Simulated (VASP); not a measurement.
A run of VASP 6.6.1:

The input INCAR:

```
SYSTEM = CoSi2
ALGO = Normal
EDIFF = 1E-6
ENCUT = 520
GGA = PE
ISIF = 2
ISMEAR = 0
LASPH = .TRUE.
LCHARG = .FALSE.
LREAL = .FALSE.
LWAVE = .FALSE.
NBANDS = 16
NELM = 60
PREC = Accurate
SIGMA = 0.05
```

File KPOINTS:

```
k-points
0
G
  12 12 12
  0 0 0
```

POSCAR

```
CoSi2
1.0
    0.0000000000      2.6436020191      2.6436020191
    2.6436020191      0.0000000000      2.6436020191
    2.6436020191      2.6436020191      0.0000000000
Co Si
1 2
Direct
    0.0000000000      0.0000000000      0.0000000000
    0.2500000000      0.2500000000      0.2500000000
    0.7500000000      0.7500000000      0.7500000000
```

Potentials or basis: VASP PAW PBE potentials, release 64 (Co, Si).

The run is started by

```sh
$ cat potpaw_PBE.64/Co/POTCAR potpaw_PBE.64/Si/POTCAR > POTCAR
$ mpirun -np 1 vasp_std > vasp.out
```

Hardware: 1 thread of AMD EPYC 7R13 (shared host).

Task: How long does it take, and how much memory?

Result: Run time: 68 s on 1 thread of AMD EPYC 7R13 (shared host), peak memory 0.15 GiB. Counts: scf iterations 13, k points 72.
